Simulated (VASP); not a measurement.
Here is a VASP 6.6.1 calculation.

File INCAR:

```
SYSTEM = Ir
  PREC = Accurate
  ENCUT = 520
  EDIFF = 1E-7
  ISMEAR = 0
  SIGMA = 0.15
  LREAL = .FALSE.
  LASPH = .TRUE.
  NELM = 100
  ALGO = Normal
  ISIF = 2
  LWAVE = .FALSE.
  LCHARG = .FALSE.
  GGA = PE
  NBANDS = 10
```

Contents of KPOINTS:

```
regular mesh
0
G
  22 22 22
  0 0 0
```

POSCAR

```
Ir
1.0
    0.0000000000      1.9197000000      1.7037337500
    1.9197000000      0.0000000000      1.7037337500
    1.9197000000      1.9197000000      0.0000000000
Ir
1
Direct
    0.0000000000      0.0000000000      0.0000000000
```

Potentials or basis: VASP PAW PBE potentials, release 64 (Ir).

Command:

```sh
$ cat potpaw_PBE.64/Ir/POTCAR > POTCAR
$ mpirun -np 1 vasp_std > vasp.out
```

Q: Predict the band gap on the k mesh.

A: Zero (an odd number of electrons rules out a gap without spin polarisation).

Q: What does it give for the pressure?

A: 77.0 GPa.

Stress tensor (GPa, compression positive):
```
 59.44   0.00   0.00
  0.00  59.44   0.00
  0.00   0.00 112.07
```

Caveat: the cell differs from its parent crystal (strain -0.1125 x Voigt [0, 0, 1, 0, 0, 0]); the stress differs along the axes, from 59 to 112 GPa; spin-orbit coupling is left out, which moves the levels of the heavy elements.
